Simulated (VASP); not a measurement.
# NbH2 in VASP: notebook, part 2 of 2

VASP 6.6.1. The steps go on from the part before.

**3. Electric field gradients, LDA (equal xy, yz and zx shear strains of -1 %)**

INCAR

```
SYSTEM = NbH2
  ALGO = Normal
  EDIFF = 1E-8
  ENCUT = 400
  GGA_COMPAT = .False.
  ISIF = 2
  ISMEAR = -1
  LASPH = .True.
  LCHARG = .False.
  LEFG = .True.
  LREAL = .False.
  LWAVE = .False.
  NBANDS = 14
  NELM = 120
  PREC = Accurate
  SIGMA = 0.03
```

KPOINTS

```
k-points
0
Gamma
  15 15 15
  0 0 0
```

POSCAR

```
NbH2
1.0
   -0.0228150000      2.2700925000      2.2700925000
    2.2700925000     -0.0228150000      2.2700925000
    2.2700925000      2.2700925000     -0.0228150000
Nb H
1 2
Direct
    0.0000000000      0.0000000000      0.0000000000
    0.2500000000      0.2500000000      0.2500000000
    0.7500000000      0.7500000000      0.7500000000
```

Potentials or basis: VASP PAW LDA potentials, release 64 (Nb_sv, H).

On the command line:

```sh
$ cat potpaw_LDA.64/Nb_sv/POTCAR potpaw_LDA.64/H/POTCAR > POTCAR
$ mpirun -np 1 vasp_std > vasp.out
```

OUTCAR:

```text
SYSTEM = NbH2
   EDIFF = 1E-8
   ENCUT = 400
   ISIF = 2
   ISMEAR = -1
   LASPH = .True.
   LREAL = .False.
   NELM = 120
   PREC = Accurate

 ion  position               nearest neighbor table
   1  0.000  0.000  0.000-   2 1.96   3 1.96
   2  0.250  0.250  0.250-   1 1.96
   3  0.750  0.750  0.750-   1 1.96

  LATTYP: Found a trigonal (rhomboedric) cell.
 ALAT       =     3.2104766689
 COS(alpha) =     0.4899250057

  Lattice vectors:

 A1 = (  -0.0228150000,   2.2700925000,   2.2700925000)
 A2 = (   2.2700925000,  -0.0228150000,   2.2700925000)
[... 625 lines left out ...]

  energy  without entropy=      -19.2430871840  energy(sigma->0) =      -19.24455539

 Electric field gradients (V/A^2)
---------------------------------------------------------------------
 ion       V_xx      V_yy      V_zz      V_xy      V_xz      V_yz
---------------------------------------------------------------------
   1       0.000    -0.000     0.000    -7.366    -7.366    -7.366
   2       0.000    -0.000     0.000     0.231     0.231     0.231
   3      -0.000    -0.000     0.000     0.231     0.231     0.231
---------------------------------------------------------------------

 Electric field gradients after diagonalization (V/A^2)
 (convention: |V_zz| > |V_xx| > |V_yy|)
----------------------------------------------------------------------
 ion       V_xx      V_yy      V_zz     asymmetry (V_yy - V_xx)/ V_zz
----------------------------------------------------------------------
   1       7.366     7.366   -14.731       0.000
   2      -0.231    -0.231     0.461       0.000
   3      -0.231    -0.231     0.461       0.000
----------------------------------------------------------------------

           NMR quadrupolar parameters

 Cq : quadrupolar parameter    Cq=e*Q*V_zz/h
 eta: asymmetry parameters     (V_yy - V_xx)/ V_zz
 Q  : nuclear electric quadrupole moment in mb (millibarn)
----------------------------------------------------------------------
 ion       Cq(MHz)       eta       Q (mb)
----------------------------------------------------------------------
   1      -0.036       0.000       1.000
   2       0.001       0.000       1.000
   3       0.001       0.000       1.000
----------------------------------------------------------------------
```

OSZICAR:

```text
N       E                     dE             d eps       ncg     rms          rms(c)
DAV:   1     0.101824921482E+03    0.10182E+03   -0.67852E+03  9752   0.865E+02
DAV:   2    -0.165131791264E+02   -0.11834E+03   -0.11198E+03 11834   0.339E+02
DAV:   3    -0.204674834256E+02   -0.39543E+01   -0.37924E+01 13816   0.543E+01
DAV:   4    -0.206643828975E+02   -0.19690E+00   -0.19652E+00 12922   0.112E+01
DAV:   5    -0.206700538255E+02   -0.56709E-02   -0.56703E-02 13850   0.168E+00    0.952E+00
DAV:   6    -0.194033889015E+02    0.12667E+01   -0.13873E+00 15330   0.137E+01    0.296E+00
DAV:   7    -0.192503479294E+02    0.15304E+00   -0.33584E-01 16332   0.544E+00    0.750E-01
DAV:   8    -0.192459703758E+02    0.43776E-02   -0.27551E-02 13270   0.206E+00    0.346E-01
DAV:   9    -0.192461371492E+02   -0.16677E-03   -0.26408E-03 15328   0.447E-01    0.840E-02
DAV:  10    -0.192460235922E+02    0.11356E-03   -0.24418E-04 10608   0.121E-01    0.135E-02
DAV:  11    -0.192460243902E+02   -0.79796E-06   -0.18380E-05 13962   0.351E-02    0.756E-03
DAV:  12    -0.192460236190E+02    0.77121E-06   -0.16602E-06 14142   0.159E-02    0.185E-03
DAV:  13    -0.192460235918E+02    0.27135E-07   -0.13478E-07 14566   0.408E-03    0.609E-04
DAV:  14    -0.192460235909E+02    0.91040E-09   -0.20587E-09  5960   0.489E-04
   1 F= -.19246024E+02 E0= -.19244555E+02  d E =-.293641E-02
```

stdout:

```text
POSCAR found type information on POSCAR NbH
 POSCAR found :  2 types and       3 ions
 scaLAPACK will be used
 LDA part: xc-table for (Slater(with rela. corr.)+CA(PZ))
 , standard interpolation
 POSCAR, INCAR and KPOINTS ok, starting setup
 FFT: planning ... GRIDC
 FFT: planning ... GRID_SOFT
 FFT: planning ... GRID
 WAVECAR not read
 entering main loop
ion   1

ion   2

ion   3
```

It took 40 s on 1 thread of Intel Xeon Platinum 8488C (Sapphire Rapids), shared host; peak memory 0.19 GiB.

Results:

- Free energy: -19.2460 eV
- Pressure: -9.0 GPa
- Largest force: 0.080 eV/Å

Forces on the atoms (eV/Å):
```
Nb   0.000  0.000  0.000
H    0.046  0.046  0.046
H   -0.046 -0.046 -0.046
```

Stress tensor (GPa, compression positive):
```
-9.04  1.32  1.32
 1.32 -9.04  1.32
 1.32  1.32 -9.04
```

Levels at points of the mesh, in eV from the Fermi level:
```csv
k point,band 4,band 5,band 6,band 7,band 8,band 9,band 10,band 11,band 12,band 13
"(0.00, 0.00, 0.00)",-31.01,-10.60,-1.43,-1.43,-1.26,-0.99,1.25,1.25,12.43,13.26
```

Electric field gradients, principal values (V/Å²):
| atom | least | middle | greatest (by size) |
| --- | --- | --- | --- |
| 1 Nb | 7.366 | 7.366 | -14.731 |
| 2 H | -0.231 | -0.231 | 0.461 |
| 3 H | -0.231 | -0.231 | 0.461 |

Caveat: the cell differs from its parent crystal (equal xy, yz and zx shear strains of -1 %); without QUAD_EFG the Cq values of the log hold for a quadrupole moment of 1 mb, not for the nuclei.

**4. Electric field gradients, LDA (equal xy, yz and zx shear strains of +1 %)**

INCAR

```
  ALGO = Normal
  EDIFF = 1E-8
  ENCUT = 400
  GGA = CA
  GGA_COMPAT = F
  ISIF = 2
  ISMEAR = -1
  LASPH = T
  LCHARG = F
  LEFG = T
  LREAL = F
  LWAVE = F
  NBANDS = 14
  NELM = 120
  PREC = Accurate
  SIGMA = 0.03
```

KPOINTS

```
k-points
0
Gamma
  15 15 15
```

POSCAR

```
NbH2
1.0
    0.0228150000      2.2929075000      2.2929075000
    2.2929075000      0.0228150000      2.2929075000
    2.2929075000      2.2929075000      0.0228150000
Nb H
1 2
Direct
    0.0000000000      0.0000000000      0.0000000000
    0.2500000000      0.2500000000      0.2500000000
    0.7500000000      0.7500000000      0.7500000000
```

Potentials or basis: VASP PAW LDA potentials, release 64 (Nb_sv, H).

On the command line:

```sh
$ cat potpaw_LDA.64/Nb_sv/POTCAR potpaw_LDA.64/H/POTCAR > POTCAR
$ mpirun -np 1 vasp_std > vasp.out
```

OUTCAR:

```text
EDIFF = 1E-8
   ENCUT = 400
   GGA = CA
   ISIF = 2
   ISMEAR = -1
   LASPH = T
   LREAL = F
   NELM = 120
   PREC = Accurate

 ion  position               nearest neighbor table
   1  0.000  0.000  0.000-
   2  0.250  0.250  0.250-
   3  0.750  0.750  0.750-

  LATTYP: Found a trigonal (rhomboedric) cell.
 ALAT       =     3.2427411447
 COS(alpha) =     0.5099250056

  Lattice vectors:

[... 625 lines left out ...]
  ---------------------------------------------------
  free  energy   TOTEN  =       -19.2461229944 eV

  energy  without entropy=      -19.2432093820  energy(sigma->0) =      -19.24466619

 Electric field gradients (V/A^2)
---------------------------------------------------------------------
 ion       V_xx      V_yy      V_zz      V_xy      V_xz      V_yz
---------------------------------------------------------------------
   1       0.000     0.000    -0.000     7.195     7.195     7.195
   2       0.000     0.000    -0.000    -0.222    -0.222    -0.222
   3      -0.000     0.000    -0.000    -0.222    -0.222    -0.222
---------------------------------------------------------------------

 Electric field gradients after diagonalization (V/A^2)
 (convention: |V_zz| > |V_xx| > |V_yy|)
----------------------------------------------------------------------
 ion       V_xx      V_yy      V_zz     asymmetry (V_yy - V_xx)/ V_zz
----------------------------------------------------------------------
   1      -7.195    -7.195    14.391       0.000
   2       0.222     0.222    -0.444       0.000
   3       0.222     0.222    -0.444       0.000
----------------------------------------------------------------------

           NMR quadrupolar parameters

 Cq : quadrupolar parameter    Cq=e*Q*V_zz/h
 eta: asymmetry parameters     (V_yy - V_xx)/ V_zz
 Q  : nuclear electric quadrupole moment in mb (millibarn)
----------------------------------------------------------------------
 ion       Cq(MHz)       eta       Q (mb)
----------------------------------------------------------------------
   1       0.035       0.000       1.000
   2      -0.001       0.000       1.000
   3      -0.001       0.000       1.000
----------------------------------------------------------------------
```

Wall time 43 s (1 thread of Intel Xeon Platinum 8488C (Sapphire Rapids), shared host); peak memory 0.19 GiB.

Results:

- Free energy: -19.2461 eV
- Pressure: -9.0 GPa
- Largest force: 0.074 eV/Å

Forces on the atoms (eV/Å):
```
Nb   0.000  0.000  0.000
H   -0.042 -0.042 -0.042
H    0.042  0.042  0.042
```

Stress tensor (GPa, compression positive):
```
-9.04 -1.26 -1.26
-1.26 -9.04 -1.26
-1.26 -1.26 -9.04
```

Electric field gradients, principal values (V/Å²):
```csv
atom,least,middle,greatest (by size)
1 Nb,-7.195,-7.195,14.391
2 H,0.222,0.222,-0.444
3 H,0.222,0.222,-0.444
```

Caveat: the cell differs from its parent crystal (equal xy, yz and zx shear strains of +1 %); without QUAD_EFG the Cq values of the log hold for a quadrupole moment of 1 mb, not for the nuclei.

**5. Summary**

```tsv
cell	cutoff (eV)	gap on the mesh (eV)	pressure (GPa)	largest force (eV/Å)
a = 3.269 Å, angles 60.0°, 3 atoms	520	none	-14.3	-
a = 3.210 Å, angles 60.7°, 3 atoms	400	none	-9.0	0.08
a = 3.243 Å, angles 59.3°, 3 atoms	400	none	-9.0	0.07
```

Alike in all rows: task electric field gradients; level LDA; potentials or basis VASP PAW LDA potentials, release 64 (Nb_sv, H); no spin polarisation; k mesh 15 × 15 × 15; smearing fermi-dirac 0.03 eV.

Absolute energies hang on the potentials; compare differences alone.
